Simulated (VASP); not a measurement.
# As3Se2 (P-6m2) in VASP: a series of runs, part 2 of 2

VASP 6.6.1.

## Step 4: Single point, PBE

The input, INCAR:

```
SYSTEM = As3Se2
ALGO = Normal ; EDIFF = 1E-6
ENCUT = 520 ; GGA = PE
ISIF = 2 ; ISMEAR = 0
LASPH = .TRUE. ; LCHARG = .FALSE.
LREAL = .FALSE. ; LWAVE = .FALSE.
NBANDS = 22 ; NELM = 100
PREC = Accurate ; SIGMA = 0.1
```

The input, KPOINTS:

```
k-points
0
G
  12 12 8
  0 0 0
```

The input, POSCAR:

```
As3Se2
1.0
    4.7486211510      0.0000000000      0.0000000000
   -2.3743105755      4.1124265497      0.0000000000
    0.0000000000      0.0000000000      5.6971061048
As Se
3 2
Direct
    0.0000000000      0.0000000000      0.7210732519
    0.0000000000      0.0000000000      0.2789267481
    0.6666666667      0.3333333333      0.0000000000
    0.6666666667      0.3333333333      0.5000000000
    0.3333333333      0.6666666667      0.0000000000
```

Potentials or basis: VASP PAW PBE potentials, release 64 (As, Se).

On the command line:

```console
$ cat potpaw_PBE.64/As/POTCAR potpaw_PBE.64/Se/POTCAR > POTCAR
$ mpirun -np 1 vasp_std > vasp.out
```

OUTCAR:

```text
SYSTEM = As3Se2
   EDIFF = 1E-6
   ENCUT = 520
   GGA = PE
   ISIF = 2
   ISMEAR = 0
   LASPH = .TRUE.
   LREAL = .FALSE.
   NELM = 100
   PREC = Accurate

 ion  position               nearest neighbor table
   1  0.000  0.000  0.721-   2 2.52
   2  0.000  0.000  0.279-   1 2.52
   3  0.667  0.333  0.000-   5 2.74   5 2.74   5 2.74   4 2.85   4 2.85
   4  0.667  0.333  0.500-   3 2.85   3 2.85
   5  0.333  0.667  0.000-   3 2.74   3 2.74   3 2.74

  LATTYP: Found a hexagonal cell.
 ALAT       =     4.7486211510
 C/A-ratio  =     1.1997390239

  Lattice vectors:

 A1 = (   4.7486211510,   0.0000000000,   0.0000000000)
 A2 = (  -2.3743105755,   4.1124265497,   0.0000000000)
 A3 = (   0.0000000000,   0.0000000000,   5.6971061048)

Analysis of symmetry for initial positions (statically):
=====================================================================
 Subroutine PRICEL returns:
 Original cell was already a primitive cell.

 Routine SETGRP: Setting up the symmetry group for a
 hexagonal supercell.

 Subroutine GETGRP returns: Found 12 space group operations
 (whereof 12 operations were pure point group operations)
 out of a pool of 24 trial point group operations.

The static configuration has the point symmetry D_3h.

Analysis of symmetry for dynamics (positions and initial velocities):
=====================================================================
 Subroutine PRICEL returns:
 Original cell was already a primitive cell.

 Routine SETGRP: Setting up the symmetry group for a
 hexagonal supercell.

 Subroutine GETGRP returns: Found 12 space group operations
 (whereof 12 operations were pure point group operations)
 out of a pool of 24 trial point group operations.

The dynamic configuration has the point symmetry D_3h.

 Subroutine INISYM returns: Found 12 space group operations
[... 116 lines left out ...]
   EMIN   =  10.00;   EMAX   =-10.00  energy-range for DOS
   EFERMI =   0.00;   METHOD = LEGACY
   ISMEAR =     0;   SIGMA  =   0.10  broadening in eV -4-tet -1-fermi 0-gaus
   EFERMI_NEDOS =   21; number of points for ismear=-14 and -15
   IALGO  =     38    algorithm
   IMIX   =      4    mixing-type and parameters
     AMIX     =   0.40;   BMIX     =  1.00
     AMIX_MAG =   1.60;   BMIX_MAG =  1.00
  volume/ion in A,a.u.               =      22.25       150.16
  Fermi-wavevector in a.u.,A,eV,Ry     =   1.021150  1.929693 14.187431  1.042747
  Thomas-Fermi vector in A             =   2.154759
   LORBIT       =      0    0 simple, 1 ext, 2 COOP (PROOUT), +10 PAW based schemes
   GGA     = PE    functional components
   LHFCALC =     F    Hartree Fock is set to
   AEXX    =    0.0000 exact exchange contribution
   IVDW    =     0    specifies the selected vdW correction
   LEPSILON=     F    determine dielectric tensor
   LRPA    =     F    only Hartree local field effects (RPA)
 non-spin polarized calculation
 Gauss-broadening in eV      SIGMA  =   0.10
  energy-cutoff  :      520.00
  volume of cell :      111.26
 maximum number of plane-waves:      3015
 NGX is ok and might be reduce to    36
   NGX = 17   NGY = 17   NGZ = 21

 number of electron      27.0000004 magnetization

 Free energy of the ion-electron system (eV)
  ---------------------------------------------------
  ext. energy  EPLUGINS =         0.00000000
  ---------------------------------------------------
  free energy    TOTEN  =       -18.60399703 eV

  energy without entropy =      -18.58583826  energy(sigma->0) =      -18.59491765

 E-fermi :   4.8601     XC(G=0):  -9.9348

 val. band max:        4.8593638957   @ k =   0.3333   0.1667   0.1250
 cond. band min:       4.8782016575   @ k =   0.3333   0.0833   0.2500
 fundamental gap:      0.0188377618
 Fermi energy:         4.8600960337

 k-point     1 :       0.0000    0.0000    0.0000
  band No.  band energies     occupation
      1     -10.4270      2.00000
      2      -8.2362      2.00000
      3      -5.5998      2.00000
      4      -4.9314      2.00000
      5      -4.2213      2.00000
      6       0.3375      2.00000
[... 589 lines left out ...]
     21      10.8788      0.00000
     22      11.9327      0.00000

 [... further k-points ...]
[... 5 lines left out ...]
  --------------------------------------------------------------------------------------
  -------------------------------------------------------------------------------------
  Total        0.0400653      0.0400653      0.0934684     -0.0000000      0.0000000      0.0000000
  in kB        0.5769770      0.5769770      1.3460325     -0.0000000      0.0000000      0.0000000
  external PRESSURE =       0.8333288 kB  Pullay stress =       0.0000000 kB

 VOLUME and BASIS-vectors are now :
 -----------------------------------------------------------------------------
  energy-cutoff  :      520.00
  volume of cell :      111.26
      direct lattice vectors                 reciprocal lattice vectors
     4.748621151  0.000000000  0.000000000     0.210587446  0.121582719  0.000000000
    -2.374310576  4.112426550  0.000000000     0.000000000  0.243165437  0.000000000
     0.000000000  0.000000000  5.697106105     0.000000000  0.000000000  0.175527712

 POSITION                                       TOTAL-FORCE (eV/Angst)
 -----------------------------------------------------------------------------------
      0.00000      0.00000      4.10803         0.000000     -0.000000      0.035830
      0.00000      0.00000      1.58908         0.000000      0.000000     -0.035830
      2.37431      1.37081      0.00000         0.000000      0.000000      0.000000
      2.37431      1.37081      2.84855         0.000000      0.000000      0.000000
     -0.00000      2.74162      0.00000        -0.000000      0.000000      0.000000
 -----------------------------------------------------------------------------------
    total drift:                               -0.000000      0.000000      0.000000

  FREE ENERGIE OF THE ION-ELECTRON SYSTEM (eV)
  ---------------------------------------------------
  free  energy   TOTEN  =       -18.6039970340 eV

  energy  without entropy=      -18.5858382645  energy(sigma->0) =      -18.59491765
```

Wall time 6.2 min (1 thread of AMD EPYC 7R13, shared host); peak memory 0.33 GiB.

Results:

```
Free energy   : -18.6040 eV
Pressure      : 0.1 GPa
Largest force : 0.036 eV/Å
```

Forces on the atoms (eV/Å):
```
As   0.000  0.000  0.036
As   0.000  0.000 -0.036
As   0.000  0.000  0.000
Se   0.000  0.000  0.000
Se   0.000  0.000  0.000
```

## Step 5: Relaxation of cell and atoms, PBE

This run uses another cell than the first one, of 24.13 Å³/atom, 1.087 times its volume.

The input, INCAR:

```
SYSTEM = As3Se2
PREC = Accurate
ENCUT = 600
EDIFF = 1E-7
ISMEAR = 0
SIGMA = 0.1
LREAL = .False.
LASPH = .True.
NELM = 100
ALGO = Normal
ISIF = 3
LWAVE = .False.
LCHARG = .False.
GGA = PE
IBRION = 2
NSW = 90
EDIFFG = -0.04
```

The input, KPOINTS:

```
Automatic mesh
0
Gamma
  6 6 4
  0 0 0
```

The input, POSCAR:

```
As3Se2
1.0
    4.8410696000      0.0000000000      0.0000000000
   -2.4205348000      4.1924892600      0.0000000000
    0.0000000000      0.0000000000      5.9446580500
As Se
3 2
Direct
    0.0000000000      0.0000000000      0.7454000100
    0.0000000000      0.0000000000      0.2545999900
    0.6666666700      0.3333333300      0.0000000000
    0.6666666700      0.3333333300      0.5000000000
    0.3333333300      0.6666666700      0.0000000000
```

On the command line:

```console
$ cat potpaw_PBE.64/As/POTCAR potpaw_PBE.64/Se/POTCAR > POTCAR
$ mpirun -np 1 vasp_std > vasp.out
```

Wall time 17 min (1 thread of AMD EPYC 7R13, shared host); peak memory 0.27 GiB.

The run converged. Its results:

```yaml
Free_energy: -18.6240 eV
Relaxed_volume: 22.28 Å³/atom
Relaxed_cell: a = 4.802 Å, b = 4.802 Å, c = 5.580 Å, α = 90.00°, β = 90.00°, γ = 120.00°
Space_group_after_relaxing_to_0.05_Å: P-6m2 (No. 187)
Energy_gained_by_relaxing: 57.6 meV/atom
Ionic_steps: 13
Pressure_after_relaxing: -0.1 GPa
Largest_force_after_relaxing: 0.004 eV/Å
```

Forces on the atoms (eV/Å):
```
As   0.000  0.000  0.004
As   0.000  0.000 -0.004
As   0.000  0.000  0.000
Se   0.000  0.000  0.000
Se   0.000  0.000  0.000
```

The path:
| step | energy change (eV) | largest force (eV/Å) | pressure (GPa) | volume (Å³) |
| --- | --- | --- | --- | --- |
| 1 | 0.0000 | 0.2759 | -4.69 | 120.65 |
| 2 | -0.1976 | 0.4026 | 1.24 | 108.70 |
| 3 | -0.1993 | 0.3875 | 0.68 | 109.62 |
| 4 | -0.2406 | 0.3925 | 0.49 | 109.68 |
| 5 | -0.2630 | 0.3413 | 0.40 | 109.70 |
| 6 | -0.2241 | 0.2408 | 1.18 | 109.64 |
| 7 | -0.2665 | 0.2713 | 0.46 | 109.70 |
| 8 | -0.2668 | 0.2230 | 0.50 | 109.70 |
| 9 | -0.2766 | 0.1494 | -0.19 | 111.13 |
| 10 | -0.2784 | 0.1034 | -0.62 | 112.11 |
| 11 | -0.2857 | 0.0086 | -0.20 | 111.59 |
| 12 | -0.2871 | 0.0610 | 0.08 | 111.26 |
| 13 | -0.2879 | 0.0040 | -0.07 | 111.41 |

Final structure:
```
CELL_PARAMETERS angstrom
4.80169 0.00000 0.00000
-2.40085 4.15839 0.00000
0.00000 0.00000 5.57987
ATOMIC_POSITIONS crystal
As 0.00000 0.00000 0.72448
As 0.00000 0.00000 0.27552
As 0.66667 0.33333 0.00000
Se 0.66667 0.33333 0.50000
Se 0.33333 0.66667 0.00000
```

Levels at points of the mesh, in eV from the Fermi level:
```csv
k point,band 10,band 11,band 12,band 13,band 14,band 15,band 16,band 17
"(0.00, 0.00, 0.00)",-4.07,-3.69,-1.31,-1.02,-1.02,-0.05,-0.05,1.92
"(0.50, 0.00, 0.00)",-2.86,-2.49,-0.92,-0.57,0.71,1.26,1.52,2.10
"(0.00, 0.00, 0.50)",-3.57,-2.79,-2.79,-2.21,-0.56,-0.41,-0.41,0.91
"(0.50, 0.00, 0.50)",-2.13,-1.56,-1.30,-0.14,-0.03,0.89,1.22,1.36
```

## Step 6: Relaxation of cell and atoms, PBE

The input, INCAR:

```
SYSTEM = As3Se2
PREC     = Accurate       ! precision mode
ENCUT    = 600            ! plane-wave cutoff, eV
EDIFF    = 1E-6           ! SCF threshold, eV
ISMEAR   = 0              ! smearing method
SIGMA    = 0.1            ! smearing width, eV
LREAL    = .False.        ! projectors in reciprocal space
LASPH    = .True.         ! aspherical terms in the spheres
NELM     = 80             ! most SCF steps
ALGO     = Normal         ! electronic algorithm
ISIF     = 3              ! what is computed and relaxed
LWAVE    = .False.        ! write WAVECAR
LCHARG   = .False.        ! write CHGCAR
GGA      = PE             ! functional
IBRION   = 2              ! ionic algorithm
NSW      = 100            ! ionic steps
EDIFFG   = -0.01          ! ionic threshold
```

The input, KPOINTS:

```
regular mesh
0
Gamma
  12 12 8
  0 0 0
```

The input, POSCAR:

```
As3Se2
1.0
    4.7907309614      0.0000000000      0.0000000000
   -2.3953654807      4.1488947153      0.0000000000
    0.0000000000      0.0000000000      5.5863802324
As Se
3 2
Direct
    0.0000000000      0.0000000000      0.7239452824
    0.0000000000      0.0000000000      0.2760547176
    0.6666666667      0.3333333333      0.0000000000
    0.6666666667      0.3333333333      0.5000000000
    0.3333333333      0.6666666667      0.0000000000
```

Potentials or basis: VASP PAW PBE potentials, release 64 (As, Se).

On the command line:

```console
$ cat potpaw_PBE.64/As/POTCAR potpaw_PBE.64/Se/POTCAR > POTCAR
$ mpirun -np 1 vasp_std > vasp.out
```

Run time: 29 min. Hardware: 1 thread of AMD EPYC 7R13, shared host; peak memory 0.4 GiB.

Results (log left out):

```
Free energy                            : -18.6043 eV
Relaxed volume                         : 22.27 Å³/atom
Relaxed cell                           : a = 4.754 Å, b = 4.754 Å, c = 5.690 Å, α = 90.00°, β = 90.00°, γ = 120.00°
Space group after relaxing (to 0.05 Å) : P-6m2 (No. 187)
Energy gained by relaxing              : 1.8 meV/atom
Ionic steps                            : 9
Pressure after relaxing                : 0.0 GPa
```

Forces on the atoms (eV/Å):
```
As   0.000  0.000 -0.003
As   0.000  0.000  0.003
As   0.000  0.000  0.000
Se   0.000  0.000  0.000
Se   0.000  0.000  0.000
```

Stress tensor (GPa, compression positive):
```
-0.05  0.00  0.00
 0.00 -0.05  0.00
 0.00  0.00  0.04
```

Step by step:
```tsv
step	energy change (eV)	largest force (eV/Å)	pressure (GPa)	volume (Å³)
1	0.0000	0.0448	0.28	111.04
2	-0.0049	0.0436	-0.20	111.65
3	-0.0054	0.0882	-0.43	111.96
4	-0.0081	0.0843	-0.08	111.27
5	-0.0083	0.0836	0.02	111.08
6	-0.0089	0.0390	0.08	111.09
7	-0.0090	0.0022	0.12	111.09
8	-0.0091	0.0029	-0.07	111.46
9	-0.0092	0.0027	-0.02	111.36
```

Final structure:
```cif
data_structure
_symmetry_space_group_name_H-M 'P 1'
_symmetry_Int_Tables_number 1
_cell_length_a 4.7537
_cell_length_b 4.7537
_cell_length_c 5.6903
_cell_angle_alpha 90.000
_cell_angle_beta 90.000
_cell_angle_gamma 120.000
_cell_volume 111.36
loop_
_atom_site_label
_atom_site_type_symbol
_atom_site_fract_x
_atom_site_fract_y
_atom_site_fract_z
_atom_site_occupancy
As1 As 0.00000 0.00000 0.72194 1
As2 As 0.00000 0.00000 0.27806 1
As3 As 0.66667 0.33333 0.00000 1
Se1 Se 0.66667 0.33333 0.50000 1
Se2 Se 0.33333 0.66667 0.00000 1
```

Levels at points of the mesh, in eV from the Fermi level:
| k point | band 12 | band 13 | band 14 | band 15 | band 16 | band 17 |
| --- | --- | --- | --- | --- | --- | --- |
| (0.00, 0.00, 0.00) | -1.32 | -1.03 | -1.03 | -0.07 | -0.07 | 1.94 |
| (0.50, 0.00, 0.00) | -0.74 | -0.62 | 0.86 | 1.47 | 1.66 | 2.26 |
| (0.00, 0.00, 0.50) | -2.67 | -2.27 | -0.53 | -0.33 | -0.33 | 0.90 |
| (0.50, 0.00, 0.50) | -1.35 | -0.04 | 0.07 | 0.89 | 1.41 | 1.48 |

## Step 7: The runs side by side

| task | cell | k mesh | cutoff (eV) | gap on the mesh (eV) | pressure (GPa) | relaxed volume (Å³/atom) | largest force (eV/Å) |
| --- | --- | --- | --- | --- | --- | --- | --- |
| single point | a = 4.791, b = 4.791, c = 5.586 Å, angles 90.0, 90.0, 120.0°, 5 atoms | 6 × 6 × 4 | 520 | none | 0.2 | - | 0.03 |
| single point | a = 4.841, b = 4.841, c = 5.945 Å, angles 90.0, 90.0, 120.0°, 5 atoms | 6 × 6 × 4 | 520 | none | -4.7 | - | 0.28 |
| single point | a = 4.749, b = 4.749, c = 5.697 Å, angles 90.0, 90.0, 120.0°, 5 atoms | 12 × 12 × 8 | 520 | none | 0.1 | - | 0.04 |
| relaxation of cell and atoms | relaxed from a = 4.841, b = 4.841, c = 5.945 Å, angles 90.0, 90.0, 120.0°, 5 atoms | 6 × 6 × 4 | 600 | none | -0.1 | 22.28 | - |
| relaxation of cell and atoms | relaxed from a = 4.791, b = 4.791, c = 5.586 Å, angles 90.0, 90.0, 120.0°, 5 atoms | 12 × 12 × 8 | 600 | none | 0.0 | 22.27 | - |

Alike in all rows: level PBE; potentials or basis VASP PAW PBE potentials, release 64 (As, Se); no spin polarisation; smearing gaussian 0.1 eV.

Absolute energies hang on the potentials; compare differences alone.
